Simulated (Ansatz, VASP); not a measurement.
Sn: VASP beside Ansatz

Contents of POSCAR:

```
Sn
1.0
   -1.6664398100      1.7077874900      2.1828021800
    1.7938717800     -1.8589232500      2.3916531200
    1.6937133800      1.8854440200     -2.2975624100
Sn
1
Direct
    0.0000000000      0.0000000000      0.0000000000
```

The input INCAR.step1:

```
SYSTEM = Sn
  ALGO = Normal
  EDIFF = 1E-5
  ENCUT = 520
  GGA = PE
  ISIF = 2
  ISMEAR = -1
  LASPH = .TRUE.
  LREAL = .FALSE.
  LWAVE = .TRUE.
  NBANDS = 13
  NELM = 80
  PREC = Accurate
  SIGMA = 0.05
```

File INCAR.step2:

```
SYSTEM = Sn
  AEXX = 0.25
  ALGO = Normal
  EDIFF = 1E-7
  ENCUT = 520
  GGA = PS
  HFSCREEN = 0.207
  ISIF = 2
  ISMEAR = -1
  ISTART = 1
  LASPH = .TRUE.
  LCHARG = .TRUE.
  LELF = .TRUE.
  LHFCALC = .TRUE.
  LREAL = .FALSE.
  LVHAR = .TRUE.
  LWAVE = .FALSE.
  NBANDS = 13
  NELM = 80
  PREC = Accurate
  PRECFOCK = Normal
  SIGMA = 0.05
```

The input KPOINTS:

```
k-points
0
G
  5 5 5
  0 0 0
```

Contents of input:

```
crystal:
  lattice:
    - [-1.66643981, 1.70778749, 2.18280218]
    - [1.79387178, -1.85892325, 2.39165312]
    - [1.69371338, 1.88544402, -2.29756241]
  atoms:
    - { symbol: Sn, position: [0.0, 0.0, 0.0] }
hamiltonian:
  xc:
    exchange: hjs_pbesol
    correlation: pbesol
    exx: { coeff: 0.25, omega: 0.207 }
  pseudopotentials: { kind: paw }
kpoints:
  mp_grid: { grid: [5, 5, 5] }
  band_path:
    path:
      - [[0.0, -0.5, 0.5], [0.0, 0.0, 0.0], [0.0, 0.5, 0.0]]
      - [[0.0, 0.0, 0.5], [0.0, 0.0, 0.0], [-0.5, 0.0, 0.0]]
      - [[-0.5, -0.5, 0.5], [0.0, 0.0, 0.0], [-0.5, 0.5, 0.0]]
      - [[-0.5, 0.0, 0.5], [0.0, 0.0, 0.0]]
    npoints: 4
scf:
  occupations: { method: fermi_dirac, width: 0.05 }
  n_extra_bands: 6
output:
  forces: true
  stress: true
  eigenvalues: true
  fatbands: false
  write_density: true
  write_potential: true
  elf: true
  volumetric_format: npy
```

Change from the starting cell: cell sheared at random, sigma 0.06, atoms nudged by 0.01 Å.

Alike in both runs: functional PBEsol-based screened hybrid; k mesh 5 × 5 × 5; occupations fermi-dirac, width 0.05 eV; no spin polarisation.

|  | VASP | Ansatz |
| --- | --- | --- |
| version | VASP 6.6.1 | Ansatz 0.2.0 |
| potentials or method | VASP PAW PBE potentials, release 64 (Sn_d) | Ansatz PAW |
| plane-wave cutoff (eV) | 520 | 420 |
| valence electrons in the cell | 14 | 14 |
| task | single point | band structure |

|  | VASP | Ansatz | Ansatz less VASP |
| --- | --- | --- | --- |
| gap on the k mesh at the Fermi level (eV) | none | none | - |
| pressure (GPa) | -4.2 | -4.2 | +0.03 |
| traceless stress, the component that is largest in VASP (GPa) | -2.63 | -2.63 | 0.000 |

VASP's potentials were made for PBE, not for PBEsol-based screened hybrid. A gap of «none» marks a metal or a gap that the smearing closes.

The k mesh is coarse, so the values compare programs but aren't converged.
